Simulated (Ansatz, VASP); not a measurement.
Bi in VASP and in Ansatz

The input INCAR:

```
  PREC = Accurate
  ENCUT = 520
  EDIFF = 1E-6
  ISMEAR = 0
  SIGMA = 0.1
  LREAL = False
  LASPH = True
  NELM = 100
  ALGO = Fast
  ISIF = 2
  LWAVE = False
  LCHARG = False
  GGA = PE
  NBANDS = 30
```

KPOINTS

```
Automatic mesh
0
Gamma
  4 4 4
```

POSCAR

```
Bi
1.0
    4.8789911700      0.0000000000      0.0000000000
    0.0000000000      4.8789911700      0.0000000000
    0.0000000000      0.0000000000      4.8789911700
Bi
3
Direct
    0.0000000000      0.5000000000      0.5000000000
    0.5000000000      0.0000000000      0.5000000000
    0.5000000000      0.5000000000      0.0000000000
```

Input for Ansatz:

```yaml
crystal:
  lattice:
    - [4.87899117, 0.0, 0.0]
    - [0.0, 4.87899117, 0.0]
    - [0.0, 0.0, 4.87899117]
  atoms:
    - { symbol: Bi, position: [0.0, 0.5, 0.5] }
    - { symbol: Bi, position: [0.5, 0.0, 0.5] }
    - { symbol: Bi, position: [0.5, 0.5, 0.0] }
basis:
  ecutwfc: 420
kpoints:
  mp_grid: { grid: [4, 4, 4] }
hamiltonian:
  xc: pbe
scf:
  occupations: { method: gaussian, width: 0.1 }
  lower_state_search: "off"
output:
  forces: true
  stress: true
  eigenvalues: true
```

Alike in both runs: task single point; functional PBE; k mesh 4 × 4 × 4; occupations gaussian, width 0.1 eV; no spin polarisation.

```csv
,VASP,Ansatz
version,VASP 6.6.1,Ansatz 0.2.0
potentials or method,"VASP PAW PBE potentials, release 64 (Bi_d), cutoff 520 eV","scalar-relativistic, plane waves, PAW"
valence electrons in the cell,45,45
```

|  | VASP | Ansatz | Ansatz less VASP |
| --- | --- | --- | --- |
| gap on the k mesh at the Fermi level (eV) | none | none | - |
| pressure (GPa) | -1.8 | -1.8 | +0.04 |

A gap of «none» marks a metal or a gap that the smearing closes.

Neither program's run includes spin-orbit coupling.
